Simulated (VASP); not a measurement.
The system is MgO.

```
Mg O
1.0
     0.00000    2.09700    2.09700
     2.09700    0.00000    2.09700
     2.09700    2.09700    0.00000
Mg O
1 1
Cartesian
  0.0000 0.0000 0.0000
  2.0970 2.0970 2.0970
```

```yaml
Program: VASP 6.6.1
Task: relaxation of cell and atoms
Functional: RPBE
Dispersion: D3(BJ)
Potentials_or_basis: VASP PAW PBE potentials, release 64 (Mg, O)
Cutoff: 600 eV
k_mesh: 11 × 11 × 11
Occupations: fermi-dirac, width 0.05 eV
Spin: no spin polarisation
```

At the start: pressure -15.9 GPa; volume 9.22 Å³/atom.

How do energy, volume and symmetry change on relaxing?

Over 3 steps the energy falls by 43.2 meV/atom and the volume is 8.42 Å³/atom (-8.7 %); space group Fm-3m (No. 225, to 0.05 Å).

Step by step:
```
step  energy change (eV)  largest force (eV/Å)  pressure (GPa)  volume (Å³)
   1              0.0000                0.0000          -15.87        18.44
   2             -0.0642                0.0000           10.17        16.11
   3             -0.0863                0.0000           -0.01        16.84
```

Final structure:
```yaml
crystal:
  lattice:
    - [0.00000, 2.03421, 2.03421]
    - [2.03421, 0.00000, 2.03421]
    - [2.03421, 2.03421, 0.00000]
  atoms:
    - { symbol: Mg, position: [0.00000, 0.00000, 0.00000] }
    - { symbol: O, position: [0.50000, 0.50000, 0.50000] }
```

Caveat: the PAW data sets were made with another functional, which shifts forces and pressure a little.
